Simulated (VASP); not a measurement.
# HfN (Imm2) in VASP: a series of runs

Runs on HfN. Level: PBEsol. Tasks: single point.

Program: VASP 6.6.1. These are calculated values, not measurements. Logs are shortened: lines on timing, memory, paths and dates and some standing lists are left out, and cuts for length are marked.

## (1) The cell of the first run

It takes space group Imm2 (No. 44, orthorhombic). The conventional cell has a = 3.472 Å, b = 3.472 Å, c = 4.910 Å, α = 90.00°, β = 90.00°, γ = 90.00°. Within 2.6 Å of Hf (site symmetry mm2) lie 4 N at 1.97 to 2.31 Å. Within 2.6 Å of N (site symmetry mm2) lie 4 Hf at 1.97 to 2.31 Å.

## (2) Single point, PBEsol (atom 2 (N) moved by (+0.000, -0.300) A along [1 1 0] and z)

Input file INCAR:

```
PREC = Accurate ; ENCUT = 520
EDIFF = 1E-6 ; ISMEAR = 0
SIGMA = 0.15 ; LREAL = False
LASPH = True ; NELM = 60
ALGO = Normal ; ISIF = 2
LWAVE = False ; LCHARG = True
GGA = PS ; LELF = True
LVHAR = True ; NBANDS = 14
```

Input file KPOINTS:

```
regular mesh
0
Gamma
  16 16 16
```

Input file POSCAR:

```
HfN
1.0
    0.0000000000      2.4548220000      2.4548220000
    2.4548220000      0.0000000000      2.4548220000
    2.4548220000      2.4548220000      0.0000000000
Hf N
1 1
Direct
    0.0000000000      0.0000000000      0.0000000000
    0.6888957733      0.6888957733      0.8111042267
```

Potentials or basis: VASP PAW PBE potentials, release 64 (Hf_pv, N).

Launch:

```sh
cat potpaw_PBE.64/Hf_pv/POTCAR potpaw_PBE.64/N/POTCAR > POTCAR
mpirun -np 1 vasp_std > vasp.out
```

OUTCAR:

```text
PREC = Accurate
   ENCUT = 520
   EDIFF = 1E-6
   ISMEAR = 0
   LREAL = False
   LASPH = True
   NELM = 60
   ISIF = 2
   GGA = PS

 ion  position               nearest neighbor table
   1  0.000  0.000  0.000-   2 1.97   2 1.97   2 2.31   2 2.31
   2  0.689  0.689  0.811-   1 1.97   1 1.97   1 2.31   1 2.31

  LATTYP: Found a face centered cubic cell.
 ALAT       =     4.9096440000

  Lattice vectors:

 A1 = (   0.0000000000,   2.4548220000,   2.4548220000)
 A2 = (   2.4548220000,   0.0000000000,   2.4548220000)
 A3 = (   2.4548220000,   2.4548220000,   0.0000000000)

Analysis of symmetry for initial positions (statically):
=====================================================================
 Subroutine PRICEL returns:
 Original cell was already a primitive cell.

 Routine SETGRP: Setting up the symmetry group for a
 face centered cubic supercell.

 Subroutine GETGRP returns: Found  4 space group operations
 (whereof  4 operations were pure point group operations)
 out of a pool of 48 trial point group operations.

The static configuration has the point symmetry C_2v.

Analysis of symmetry for dynamics (positions and initial velocities):
=====================================================================
 Subroutine PRICEL returns:
 Original cell was already a primitive cell.

 Routine SETGRP: Setting up the symmetry group for a
 face centered cubic supercell.

 Subroutine GETGRP returns: Found  4 space group operations
 (whereof  4 operations were pure point group operations)
 out of a pool of 48 trial point group operations.

The dynamic configuration has the point symmetry C_2v.

 Subroutine INISYM returns: Found  4 space group operations
 (whereof  4 operations are pure point group operations),
 and found     1 'primitive' translations

----------------------------------------------------------------------------------------

                                     Primitive cell

  volume of cell :      29.5863

  direct lattice vectors                    reciprocal lattice vectors
     0.000000000  2.454822000  2.454822000    -0.203680756  0.203680756  0.203680756
     2.454822000  0.000000000  2.454822000     0.203680756 -0.203680756  0.203680756
     2.454822000  2.454822000  0.000000000     0.203680756  0.203680756 -0.203680756

  length of vectors
     3.471642566  3.471642566  3.471642566     0.352785417  0.352785417  0.352785417

  position of ions in fractional coordinates (direct lattice)
     0.000000000  0.000000000  0.000000000
     0.688895773  0.688895773  0.811104227

  ion indices of the primitive-cell ions
   primitive index   ion index
                 1           1
                 2           2

----------------------------------------------------------------------------------------

 KPOINTS: regular mesh

Automatic generation of k-mesh.
 Grid dimensions read from file:
 generate k-points for:   16   16   16

 Generating k-lattice:

  Cartesian coordinates                     Fractional coordinates (reciprocal lattice)
    -0.012730047  0.012730047  0.012730047     0.062500000  0.000000000  0.000000000
     0.012730047 -0.012730047  0.012730047     0.000000000  0.062500000  0.000000000
     0.012730047  0.012730047 -0.012730047     0.000000000  0.000000000  0.062500000

  Length of vectors
     0.022049089  0.022049089  0.022049089

  Shift w.r.t. Gamma in fractional coordinates (k-lattice)
     0.000000000  0.000000000  0.000000000

 Subroutine IBZKPT returns following result:
 ===========================================

 Found    621 irreducible k-points:

 Following reciprocal coordinates:
            Coordinates               Weight
  0.000000  0.000000  0.000000      1.000000
  0.062500  0.000000  0.000000      4.000000
  0.000000  0.000000  0.062500      4.000000
  0.125000  0.000000  0.000000      4.000000
  0.000000  0.000000  0.125000      4.000000
  0.187500  0.000000  0.000000      4.000000
[... 16 lines left out ...]
  0.062500  0.062500 -0.062500      4.000000
  0.187500  0.062500  0.000000      4.000000
 [... further k-points ...]
   k-points           NKPTS =    621   k-points in BZ     NKDIM =    621   number of bands    NBANDS=     14
   number of dos      NEDOS =    301   number of ions     NIONS =      2
   total plane-waves  NPLWV =  21952
   dimension x,y,z NGX =    28 NGY =   28 NGZ =   28
   dimension x,y,z NGXF=    56 NGYF=   56 NGZF=   56
   ions per type =               1   1
   NGX,Y,Z   is equivalent  to a cutoff of  13.41, 13.41, 13.41 a.u.
   NGXF,Y,Z  is equivalent  to a cutoff of  26.82, 26.82, 26.82 a.u.
 SYSTEM =  unknown system
   PREC   = accura    normal or accurate (medium, high low for compatibility)
   ISTART =      0    job   : 0-new  1-cont  2-samecut
   ICHARG =      2    charge: 1-file 2-atom 10-const
   ISPIN  =      1    spin polarized calculation?
   LNONCOLLINEAR =      F non collinear calculations
   LSORBIT =      F    spin-orbit coupling
   LASPH  =      T    aspherical Exc in radial PAW
   ENCUT  =  520.0 eV  38.22 Ry    6.18 a.u.   6.45  6.45  6.45*2*pi/ulx,y,z
   NELM   =     60;   NELMIN=  2; NELMDL= -5     # of ELM steps
   EDIFF  = 0.1E-05   stopping-criterion for ELM
   LREAL  =      F    real-space projection
   EDIFFG = 0.1E-04   stopping-criterion for IOM
   NSW    =      0    number of steps for IOM
   IBRION =     -1    ionic relax: 0-MD 1-quasi-New 2-CG
   NFREE  =      0    steps in history (QN), initial steepest desc. (CG)
   ISIF   =      2    stress and relaxation
   ISYM   =      2    0-nonsym 1-usesym 2-fastsym
   POTIM  = 0.5000    time-step for ionic-motion
   TEBEG  =    0.0;   TEEND  =   0.0 temperature during run
   PSTRESS=    0.0 pullay stress
   NELECT =      15.0000    total number of electrons
   NUPDOWN=      -1.0000    fix difference up-down
   EMIN   =  10.00;   EMAX   =-10.00  energy-range for DOS
   EFERMI =   0.00;   METHOD = LEGACY
   ISMEAR =     0;   SIGMA  =   0.15  broadening in eV -4-tet -1-fermi 0-gaus
   EFERMI_NEDOS =   21; number of points for ismear=-14 and -15
   IALGO  =     38    algorithm
   IMIX   =      4    mixing-type and parameters
     AMIX     =   0.40;   BMIX     =  1.00
     AMIX_MAG =   1.60;   BMIX_MAG =  1.00
  volume/ion in A,a.u.               =      14.79        99.83
  Fermi-wavevector in a.u.,A,eV,Ry     =   1.305395  2.466839 23.185087  1.704056
  Thomas-Fermi vector in A             =   2.436267
   LORBIT       =      0    0 simple, 1 ext, 2 COOP (PROOUT), +10 PAW based schemes
   GGA     = PS    functional components
   LHFCALC =     F    Hartree Fock is set to
   AEXX    =    0.0000 exact exchange contribution
   IVDW    =     0    specifies the selected vdW correction
   LEPSILON=     F    determine dielectric tensor
   LRPA    =     F    only Hartree local field effects (RPA)
 non-spin polarized calculation
 Gauss-broadening in eV      SIGMA  =   0.15
  energy-cutoff  :      520.00
  volume of cell :       29.59
 maximum number of plane-waves:       821
 NGX is ok and might be reduce to    28
   NGX = 13   NGY = 13   NGZ = 13

 number of electron      15.0000001 magnetization

 Free energy of the ion-electron system (eV)
  ---------------------------------------------------
  ext. energy  EPLUGINS =         0.00000000
  ---------------------------------------------------
  free energy    TOTEN  =       -21.73400667 eV

  energy without entropy =      -21.72429006  energy(sigma->0) =      -21.72914837

 E-fermi :   5.4690     XC(G=0): -11.3785

 val. band max:        5.4665457904   @ k =   0.3750   0.1250  -0.4375
 cond. band min:       5.4736608550   @ k =   0.0625   0.3750  -0.1875
 fundamental gap:      0.0071150646
 Fermi energy:         5.4690149252

 k-point     1 :       0.0000    0.0000    0.0000
  band No.  band energies     occupation
      1     -25.4803      2.00000
      2     -25.4297      2.00000
      3     -25.3922      2.00000
      4     -10.5272      2.00000
      5      -0.0180      2.00000
      6      -0.0146      2.00000
      7       0.7384      2.00000
      8       4.6706      2.00000
      9       7.7351      0.00000
     10       7.7747      0.00000
     11      10.2676      0.00000
     12      13.5600      0.00000
     13      13.6036      0.00000
     14      17.8005      0.00000

 k-point     2 :       0.0625    0.0000    0.0000
  band No.  band energies     occupation
      1     -25.4989      2.00000
      2     -25.4360      2.00000
      3     -25.3944      2.00000
      4     -10.4641      2.00000
      5      -0.1369      2.00000
      6       0.0720      2.00000
      7       0.7534      2.00000
      8       4.8464      2.00000
      9       7.6518      0.00000
     10       7.6731      0.00000
     11      10.4819      0.00000
     12      13.3776      0.00000
     13      13.6156      0.00000
     14      17.3230      0.00000

 k-point     3 :       0.0000    0.0000    0.0625
  band No.  band energies     occupation
      1     -25.4827      2.00000
      2     -25.4393      2.00000
      3     -25.4018      2.00000
      4     -10.4885      2.00000
      5      -0.0416      2.00000
      6       0.0135      2.00000
      7       0.6624      2.00000
      8       4.8903      2.00000
      9       7.7212      0.00000
     10       7.7294      0.00000
     11      10.2644      0.00000
     12      13.5761      0.00000
     13      13.6153      0.00000
     14      17.9442      0.00000
[... 324 lines left out ...]
 k-point    23 :       0.0625    0.0625   -0.0625
  band No.  band energies     occupation
      1     -25.4945      2.00000
      2     -25.4801      2.00000
      3     -25.4081      2.00000
      4     -10.3784      2.00000
      5      -0.2793      2.00000
      6       0.1169      2.00000
      7       0.7677      2.00000
      8       5.2607      1.95042
      9       7.4937      0.00000
     10       7.8342      0.00000
     11      10.3696      0.00000
     12      13.5088      0.00000
     13      13.5886      0.00000
     14      17.5718      0.00000

 k-point    24 :       0.1875    0.0625    0.0000
  band No.  band energies     occupation
      1     -25.5977      2.00000
      2     -25.4716      2.00000
      3     -25.4161      2.00000
      4     -10.1364      2.00000
      5      -0.5634      2.00000
      6       0.3740      2.00000
      7       0.8946      2.00000
      8       5.6067      0.19431
      9       7.4042      0.00000
     10       7.6744      0.00000
     11      11.0056      0.00000
     12      12.6629      0.00000
     13      13.5153      0.00000
     14      15.6846      0.00000

 [... further k-points ...]

------------------------ aborting loop because EDIFF is reached ----------------------------------------

  FORCE on cell =-STRESS in cart. coord.  units (eV):
  Direction    XX          YY          ZZ          XY          YZ          ZX
  --------------------------------------------------------------------------------------
  -------------------------------------------------------------------------------------
  Total        0.9199262      0.9199262     -0.1122949     -3.4983518      0.0000000      0.0000000
  in kB       49.8165413     49.8165413     -6.0810779   -189.4453932      0.0000000      0.0000000
  external PRESSURE =      31.1840016 kB  Pullay stress =       0.0000000 kB

 VOLUME and BASIS-vectors are now :
 -----------------------------------------------------------------------------
  energy-cutoff  :      520.00
  volume of cell :       29.59
      direct lattice vectors                 reciprocal lattice vectors
     0.000000000  2.454822000  2.454822000    -0.203680756  0.203680756  0.203680756
     2.454822000  0.000000000  2.454822000     0.203680756 -0.203680756  0.203680756
     2.454822000  2.454822000  0.000000000     0.203680756  0.203680756 -0.203680756

 POSITION                                       TOTAL-FORCE (eV/Angst)
 -----------------------------------------------------------------------------------
      0.00000      0.00000      0.00000        -0.000000     -0.000000     -3.493039
      3.68223      3.68223      3.38223         0.000000      0.000000      3.493039
 -----------------------------------------------------------------------------------
    total drift:                                0.000000      0.000000      0.000685

  FREE ENERGIE OF THE ION-ELECTRON SYSTEM (eV)
  ---------------------------------------------------
  free  energy   TOTEN  =       -21.7340066749 eV

  energy  without entropy=      -21.7242900585  energy(sigma->0) =      -21.72914837
```

Wall time 3 min (1 thread of Intel Xeon 6975P-C, shared host); peak memory 0.38 GiB.

What came out:

```yaml
Free_energy: -21.7340 eV
Pressure: 3.1 GPa
Largest_force: 3.493 eV/Å
```

Forces in eV/Å, atoms in the order of the input:
```
Hf   0.000  0.000 -3.493
N    0.000  0.000  3.493
```

Stress tensor (GPa, compression positive):
```
  4.98 -18.94   0.00
-18.94   4.98   0.00
  0.00   0.00  -0.61
```

Caveat: the cell differs from its parent crystal (atom 2 (N) moved by (+0.000, -0.300) A along [1 1 0] and z); the PAW data sets were made with another functional, which shifts forces and pressure a little; spin-orbit coupling is left out, which moves the levels of the heavy elements.

## (3) Single point, PBEsol (atom 2 (N) moved by (+0.000, -0.150) A along [1 1 0] and z)

Input file INCAR:

```
PREC = Accurate
ENCUT = 520
EDIFF = 1E-7
ISMEAR = 0
SIGMA = 0.15
LREAL = F
LASPH = T
NELM = 60
ALGO = Normal
ISIF = 2
LWAVE = F
LCHARG = T
GGA = PS
LELF = T
LVHAR = T
NBANDS = 14
```

Input file KPOINTS:

```
Automatic mesh
0
Gamma
  16 16 16
```

Edit POSCAR of step 2 so:

```diff
@@ -9,2 +9,2 @@
     0.0000000000      0.0000000000      0.0000000000
-    0.6888957733      0.6888957733      0.8111042267
+    0.7194478866      0.7194478866      0.7805521134
```

Potentials or basis: VASP PAW PBE potentials, release 64 (Hf_pv, N).

Launch:

```sh
cat potpaw_PBE.64/Hf_pv/POTCAR potpaw_PBE.64/N/POTCAR > POTCAR
mpirun -np 1 vasp_std > vasp.out
```

OUTCAR:

```text
PREC = Accurate
   ENCUT = 520
   EDIFF = 1E-7
   ISMEAR = 0
   LREAL = F
   LASPH = T
   NELM = 60
   ISIF = 2
   GGA = PS

 ion  position               nearest neighbor table
   1  0.000  0.000  0.000-   2 2.04   2 2.04   2 2.22   2 2.22
   2  0.719  0.719  0.781-   1 2.04   1 2.04   1 2.22   1 2.22

  LATTYP: Found a face centered cubic cell.
 ALAT       =     4.9096440000

  Lattice vectors:

 A1 = (   0.0000000000,   2.4548220000,   2.4548220000)
 A2 = (   2.4548220000,   0.0000000000,   2.4548220000)
 A3 = (   2.4548220000,   2.4548220000,   0.0000000000)
[... 584 lines left out ...]
      9       7.1934      0.00000
     10       7.7519      0.00000
     11      11.7160      0.00000
     12      12.1608      0.00000
     13      13.0729      0.00000
     14      15.6869      0.00000

 [... further k-points ...]
[... 5 lines left out ...]
  --------------------------------------------------------------------------------------
  -------------------------------------------------------------------------------------
  Total       -0.5923871     -0.5923871     -0.8071792     -1.5130638      0.0000000      0.0000000
  in kB      -32.0793932    -32.0793932    -43.7109786    -81.9365735      0.0000000      0.0000000
  external PRESSURE =     -35.9565884 kB  Pullay stress =       0.0000000 kB

 VOLUME and BASIS-vectors are now :
 -----------------------------------------------------------------------------
  energy-cutoff  :      520.00
  volume of cell :       29.59
      direct lattice vectors                 reciprocal lattice vectors
     0.000000000  2.454822000  2.454822000    -0.203680756  0.203680756  0.203680756
     2.454822000  0.000000000  2.454822000     0.203680756 -0.203680756  0.203680756
     2.454822000  2.454822000  0.000000000     0.203680756  0.203680756 -0.203680756

 POSITION                                       TOTAL-FORCE (eV/Angst)
 -----------------------------------------------------------------------------------
      0.00000      0.00000      0.00000         0.000000      0.000000     -1.736533
      3.68223      3.68223      3.53223        -0.000000     -0.000000      1.736533
 -----------------------------------------------------------------------------------
    total drift:                                0.000000      0.000000     -0.000032

  FREE ENERGIE OF THE ION-ELECTRON SYSTEM (eV)
  ---------------------------------------------------
  free  energy   TOTEN  =       -22.1263660398 eV

  energy  without entropy=      -22.1188860034  energy(sigma->0) =      -22.12262602
```

OSZICAR:

```text
N       E                     dE             d eps       ncg     rms          rms(c)
DAV:   1     0.416911201067E+02    0.41691E+02   -0.76733E+03 17404   0.975E+02
DAV:   2    -0.229848816512E+02   -0.64676E+02   -0.60400E+02 23816   0.233E+02
DAV:   3    -0.254888693328E+02   -0.25040E+01   -0.24945E+01 19950   0.382E+01
DAV:   4    -0.255031884319E+02   -0.14319E-01   -0.14316E-01 20730   0.342E+00
DAV:   5    -0.255033340303E+02   -0.14560E-03   -0.14560E-03 20046   0.304E-01    0.557E+01
DAV:   6    -0.222804684392E+02    0.32229E+01   -0.11856E+01 19266   0.239E+01    0.400E+01
DAV:   7    -0.221562974328E+02    0.12417E+00   -0.71654E-01 18222   0.739E+00    0.248E+01
DAV:   8    -0.221343183060E+02    0.21979E-01   -0.10998E-01 20508   0.294E+00    0.629E+00
DAV:   9    -0.221265829917E+02    0.77353E-02   -0.21206E-02 19590   0.109E+00    0.176E+00
DAV:  10    -0.221264069995E+02    0.17599E-03   -0.16090E-03 20994   0.361E-01    0.319E-01
DAV:  11    -0.221263673359E+02    0.39664E-04   -0.13379E-04 19500   0.107E-01    0.650E-02
DAV:  12    -0.221263660943E+02    0.12416E-05   -0.15962E-05 23232   0.309E-02    0.173E-02
DAV:  13    -0.221263660398E+02    0.54514E-07   -0.59824E-07 19008   0.717E-03
   1 F= -.22126366E+02 E0= -.22122626E+02  d E =-.748004E-02
```

stdout:

```text
POSCAR found type information on POSCAR HfN
 POSCAR found :  2 types and       2 ions
 scaLAPACK will be used
 -----------------------------------------------------------------------------
|                                                                             |
|                                                                             |
|     You enforced a specific xc type in the INCAR file but a different       |
|     I HOPE YOU KNOW WHAT YOU ARE DOING!                                     |
|                                                                             |
 -----------------------------------------------------------------------------

 LDA part: xc-table for (Slater+PW92), standard interpolation
 POSCAR, INCAR and KPOINTS ok, starting setup
 FFT: planning ... GRIDC
 FFT: planning ... GRID_SOFT
 FFT: planning ... GRID
 WAVECAR not read
 entering main loop
```

Wall time 2.9 min (1 thread of Intel Xeon 6975P-C, shared host); peak memory 0.38 GiB.

What came out:

- Free energy: -22.1264 eV
- Pressure: -3.6 GPa
- Largest force: 1.737 eV/Å

Forces on the atoms (eV/Å):
```
Hf   0.000  0.000 -1.737
N    0.000  0.000  1.737
```

Stress tensor (GPa, compression positive):
```
-3.21 -8.19  0.00
-8.19 -3.21  0.00
 0.00  0.00 -4.37
```

Caveat: the cell differs from its parent crystal (atom 2 (N) moved by (+0.000, -0.150) A along [1 1 0] and z); the PAW data sets were made with another functional, which shifts forces and pressure a little; spin-orbit coupling is left out, which moves the levels of the heavy elements.
